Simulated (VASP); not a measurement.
Set up this calculation in VASP 6.6.1, as the native input.

```
Task                   : relaxation of cell and atoms
Functional             : PBE
Potentials or basis    : VASP PAW PBE potentials, release 64 (Rb_sv, P)
Cutoff                 : 600 eV
k mesh                 : 6 × 6 × 4
Occupations            : gaussian, width 0.1 eV
Spin                   : no spin polarisation
Dipole correction      : no
Further INCAR settings : ALGO = Normal; EDIFF = 1e-07; IBRION = 2; EDIFFG = -0.04; NSW = 90; ISIF = 3
```

The structure of RbP2 lies in POSCAR:

```
RbP2
1.0
    3.5103771933      0.0000000000      0.0000000000
    0.0000000000      3.5103771933      0.0000000000
    0.0000000000      0.0000000000      5.8989327666
Rb P
1 2
Direct
    0.5000000000      0.5000000000      0.0000000000
    0.0000000000      0.5000000000      0.5000000000
    0.5000000000      0.0000000000      0.5000000000
```

The cell was built from a structure type or drawn by symmetry, and may not be a known phase.

One way to write it, as run:

INCAR

```
PREC     = Accurate       # precision mode
ENCUT    = 600            # plane-wave cutoff, eV
EDIFF    = 1E-7           # SCF threshold, eV
ISMEAR   = 0              # smearing method
SIGMA    = 0.1            # smearing width, eV
LREAL    = F              # projectors in reciprocal space
LASPH    = T              # aspherical terms in the spheres
NELM     = 60             # most SCF steps
ALGO     = Normal         # electronic algorithm
ISIF     = 3              # what is computed and relaxed
LWAVE    = F              # write WAVECAR
LCHARG   = F              # write CHGCAR
GGA      = PE             # functional
IBRION   = 2              # ionic algorithm
NSW      = 90             # ionic steps
EDIFFG   = -0.04          # ionic threshold
```

KPOINTS

```
Automatic mesh
0
Gamma
  6 6 4
```

Potentials or basis: VASP PAW PBE potentials, release 64 (Rb_sv, P).

The run is started by

```console
$ cat potpaw_PBE.64/Rb_sv/POTCAR potpaw_PBE.64/P/POTCAR > POTCAR
$ mpirun -np 1 vasp_std > vasp.out
```

Results of the run:

| Quantity | Value |
| --- | --- |
| Relaxed volume | 23.56 Å³/atom |
| Relaxed cell | a = 3.471 Å, b = 3.471 Å, c = 5.867 Å, α = 90.00°, β = 90.00°, γ = 90.00° |
| Space group after relaxing (to 0.1 Å) | P4/mmm (No. 123) |
| Energy gained by relaxing | 2.2 meV/atom |
| Ionic steps | 3 |
| Pressure after relaxing | 0.0 GPa |
| Band gap on the k mesh | zero (an odd number of electrons rules out a gap without spin polarisation) |

It took 44 s on 1 thread of Intel(R) Xeon(R) Platinum 8488C (Sapphire Rapids), with other jobs on the host, peak memory 0.2 GiB.
